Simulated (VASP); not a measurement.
# Pb (Fm-3m) in VASP: a series of runs, part 3 of 3

VASP 6.6.1.

## Step 5: Electric field gradients, PBE (volume scaled by 1.04)

File INCAR:

```
SYSTEM = Pb
PREC = Accurate
ENCUT = 520
EDIFF = 1E-8
ISMEAR = -1
SIGMA = 0.08
LREAL = .False.
LASPH = .True.
NELM = 100
ALGO = Normal
ISIF = 2
LWAVE = .False.
LCHARG = .False.
GGA = PE
LEFG = .True.
NBANDS = 13
```

File KPOINTS:

```
Automatic mesh
0
Gamma
  13 13 13
  0 0 0
```

File POSCAR:

```
Pb
1.0
    0.0000000000      2.5023010956      2.5023010956
    2.5023010956      0.0000000000      2.5023010956
    2.5023010956      2.5023010956      0.0000000000
Pb
1
Direct
    0.0000000000      0.0000000000      0.0000000000
```

Potentials or basis: VASP PAW PBE potentials, release 64 (Pb_d).

Run with:

```console
cat potpaw_PBE.64/Pb_d/POTCAR > POTCAR
mpirun -np 1 vasp_std > vasp.out
```

OUTCAR:

```text
SYSTEM = Pb
   PREC = Accurate
   ENCUT = 520
   EDIFF = 1E-8
   ISMEAR = -1
   LREAL = .False.
   LASPH = .True.
   NELM = 100
   ISIF = 2
   GGA = PE

 ion  position               nearest neighbor table
   1  0.000  0.000  0.000-

  LATTYP: Found a face centered cubic cell.
 ALAT       =     5.0046021912

  Lattice vectors:

 A1 = (   0.0000000000,   2.5023010956,   2.5023010956)
 A2 = (   2.5023010956,   0.0000000000,   2.5023010956)
 A3 = (   2.5023010956,   2.5023010956,   0.0000000000)

Analysis of symmetry for initial positions (statically):
=====================================================================
 Subroutine PRICEL returns:
 Original cell was already a primitive cell.

 Routine SETGRP: Setting up the symmetry group for a
 face centered cubic supercell.

[... 564 lines left out ...]
  external PRESSURE =       8.4789599 kB  Pullay stress =       0.0000000 kB

 VOLUME and BASIS-vectors are now :
 -----------------------------------------------------------------------------
  energy-cutoff  :      520.00
  volume of cell :       31.34
      direct lattice vectors                 reciprocal lattice vectors
     0.000000000  2.502301096  2.502301096    -0.199816082  0.199816082  0.199816082
     2.502301096  0.000000000  2.502301096     0.199816082 -0.199816082  0.199816082
     2.502301096  2.502301096  0.000000000     0.199816082  0.199816082 -0.199816082

 POSITION                                       TOTAL-FORCE (eV/Angst)
 -----------------------------------------------------------------------------------
      0.00000      0.00000      0.00000         0.000000     -0.000000     -0.000000
 -----------------------------------------------------------------------------------
    total drift:                               -0.000000     -0.000000     -0.000000

  FREE ENERGIE OF THE ION-ELECTRON SYSTEM (eV)
  ---------------------------------------------------
  free  energy   TOTEN  =        -3.5663886916 eV

  energy  without entropy=       -3.5541936790  energy(sigma->0) =       -3.56029119

 Electric field gradients (V/A^2)
---------------------------------------------------------------------
 ion       V_xx      V_yy      V_zz      V_xy      V_xz      V_yz
---------------------------------------------------------------------
   1      -0.000    -0.000     0.000     0.000     0.000     0.000
---------------------------------------------------------------------

 Electric field gradients after diagonalization (V/A^2)
 (convention: |V_zz| > |V_xx| > |V_yy|)
----------------------------------------------------------------------
 ion       V_xx      V_yy      V_zz     asymmetry (V_yy - V_xx)/ V_zz
----------------------------------------------------------------------
   1      -0.000    -0.000     0.001       0.000
----------------------------------------------------------------------

           NMR quadrupolar parameters

 Cq : quadrupolar parameter    Cq=e*Q*V_zz/h
 eta: asymmetry parameters     (V_yy - V_xx)/ V_zz
 Q  : nuclear electric quadrupole moment in mb (millibarn)
----------------------------------------------------------------------
 ion       Cq(MHz)       eta       Q (mb)
----------------------------------------------------------------------
   1       0.000       0.000       1.000
----------------------------------------------------------------------
```

OSZICAR:

```text
N       E                     dE             d eps       ncg     rms          rms(c)
DAV:   1     0.106674691621E+03    0.10667E+03   -0.70372E+03  2225   0.123E+03
DAV:   2     0.188774747941E+01   -0.10479E+03   -0.10132E+03  2304   0.311E+02
DAV:   3    -0.344260469935E+01   -0.53304E+01   -0.53076E+01  2687   0.746E+01
DAV:   4    -0.357044410111E+01   -0.12784E+00   -0.12780E+00  2673   0.124E+01
DAV:   5    -0.357668036322E+01   -0.62363E-02   -0.62360E-02  3119   0.257E+00    0.498E-01
DAV:   6    -0.356827900830E+01    0.84014E-02   -0.12456E-02  2847   0.192E+00    0.252E-01
DAV:   7    -0.356640816523E+01    0.18708E-02   -0.54333E-03  2869   0.119E+00    0.891E-02
DAV:   8    -0.356639189856E+01    0.16267E-04   -0.41608E-04  2848   0.326E-01    0.103E-02
DAV:   9    -0.356638933191E+01    0.25667E-05   -0.10673E-05  3085   0.554E-02    0.482E-03
DAV:  10    -0.356638864456E+01    0.68735E-06   -0.10554E-06  2549   0.957E-03    0.340E-04
DAV:  11    -0.356638867162E+01   -0.27066E-07   -0.38996E-08  2865   0.286E-03    0.105E-04
DAV:  12    -0.356638868275E+01   -0.11124E-07   -0.21620E-09  1762   0.742E-04    0.338E-05
DAV:  13    -0.356638869162E+01   -0.88755E-08   -0.62612E-10  1722   0.429E-04
   1 F= -.35663887E+01 E0= -.35602912E+01  d E =-.121950E-01
```

stdout:

```text
POSCAR found type information on POSCAR Pb
 POSCAR found :  1 types and       1 ions
 scaLAPACK will be used
 LDA part: xc-table for (Slater+PW92), standard interpolation
 POSCAR, INCAR and KPOINTS ok, starting setup
 FFT: planning ... GRIDC
 FFT: planning ... GRID_SOFT
 FFT: planning ... GRID
 WAVECAR not read
 entering main loop
ion   1
```

Run time: 52 s. Hardware: 1 thread of Intel Xeon 6975P-C, shared host; peak memory 0.18 GiB.

What came out:

- Free energy: -3.5664 eV
- Pressure: 0.8 GPa
- Band gap on the k mesh: zero (band 7 reaches 14.08 eV, above the bottom of band 8 at 5.32 eV)

Caveat: without QUAD_EFG the Cq values of the log hold for a quadrupole moment of 1 mb, not for the nuclei; spin-orbit coupling is left out, which moves the levels of the heavy elements.

## Step 6: The runs side by side

| cell | gap on the mesh (eV) | pressure (GPa) |
| --- | --- | --- |
| a = 3.469 Å, angles 60.0°, 1 atom | none | 3.8 |
| a = 3.493 Å, angles 60.0°, 1 atom | none | 2.7 |
| a = 3.516 Å, angles 60.0°, 1 atom | none | 1.7 |
| a = 3.539 Å, angles 60.0°, 1 atom | none | 0.8 |

Alike in all rows: task electric field gradients; level PBE; potentials or basis VASP PAW PBE potentials, release 64 (Pb_d); no spin polarisation; k mesh 13 × 13 × 13; cutoff (eV) 520; smearing fermi-dirac 0.08 eV.

Caveats: spin-orbit coupling is left out, which moves the levels of the heavy elements.

Absolute energies hang on the potentials; compare differences alone.
